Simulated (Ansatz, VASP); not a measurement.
## CO: VASP beside Ansatz

```
CELL_PARAMETERS angstrom
15.00000 0.00000 0.00000
0.00000 15.50000 0.00000
0.00000 0.00000 16.00000
ATOMIC_POSITIONS crystal
C 0.50183 0.49903 0.46458
O 0.49817 0.50097 0.53542
```

Alike in both runs: functional PBE; k mesh 1 × 1 × 1; occupations gaussian, width 0.005 eV; no spin polarisation.

Ansatz relaxed the structure, and its values are those at the end. VASP's run is a single point on that final structure, the one shown.

|  | VASP | Ansatz |
| --- | --- | --- |
| version | VASP 6.6.1 | Ansatz 0.2.0 |
| potentials or method | VASP PAW PBE potentials, release 64 (C_h, O_h), cutoff 1000 eV | scalar-relativistic, plane waves, PAW |
| valence electrons in the cell | 10 | 10 |

|  | VASP | Ansatz | Ansatz less VASP |
| --- | --- | --- | --- |
| gap on the k mesh at the Fermi level (eV) | 6.98 | 6.97 | -0.011 |
| rms of the force components (eV/Å) | 0.024 | 0.002 | -0.0219 |

The functional is the same, so the differences come from potentials, cutoffs and numerics.
